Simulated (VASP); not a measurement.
Crystal: LiH.

```
CELL_PARAMETERS angstrom
0.00000 2.04228 2.04228
2.04228 0.00000 2.04228
2.04228 2.04228 0.00000
ATOMIC_POSITIONS crystal
Li 0.00000 0.00000 0.00000
H 0.50000 0.50000 0.50000
```

This cell differs from its parent crystal: volume changed by +6%.

Base run:

```yaml
Program: VASP 6.6.1
Functional: r2SCAN
Potentials_or_basis: VASP PAW PBE potentials, release 64 (Li_sv, H)
Cutoff: 520 eV
k_mesh: 10 × 10 × 10
Occupations: gaussian, width 0.01 eV
Spin: no spin polarisation
```

Its results: band gap on the k mesh 3.61 eV, direct.

Q: The run is repeated on the same cell with these changes: functional from r2SCAN to PBE; further incar settings from ALGO = Normal; EDIFF = 1e-07; NBANDS = 9 to ALGO = Normal; EDIFF = 1e-06; NBANDS = 9. What comes out?

A: Band gap on the k mesh 3.02 eV, direct.

A k mesh can miss the band edges.
